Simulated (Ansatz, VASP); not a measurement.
KF in VASP and in Ansatz

```
K F
1.0
    -0.02691    2.51206    2.51206
     2.51206   -0.02691    2.51206
     2.51206    2.51206   -0.02691
K F
1 1
Direct
  0.00000 0.00000 0.00000
  0.50000 0.50000 0.50000
```

Alike in both runs: task single point; functional LDA; k mesh 8 × 8 × 8; occupations gaussian, width 0.05 eV; no spin polarisation.

|  | VASP | Ansatz |
| --- | --- | --- |
| version | VASP 6.6.1 | Ansatz 0.2.0 |
| potentials or method | VASP PAW LDA potentials, release 64 (K_sv, F), cutoff 520 eV | scalar-relativistic, plane waves, PAW |
| valence electrons in the cell | 16 | 16 |

```tsv
	VASP	Ansatz	Ansatz less VASP
gap on the k mesh at the Fermi level (eV)	6.73	6.75	+0.020
least direct gap on the mesh (eV)	6.73	6.75	+0.021
pressure (GPa)	3.7	3.4	-0.38
traceless stress, the component that is largest in VASP (GPa)	0.11	0.12	+0.005
```

LDA's correlation is that of Perdew and Zunger in VASP and of Perdew and Wang (1992) in Ansatz.
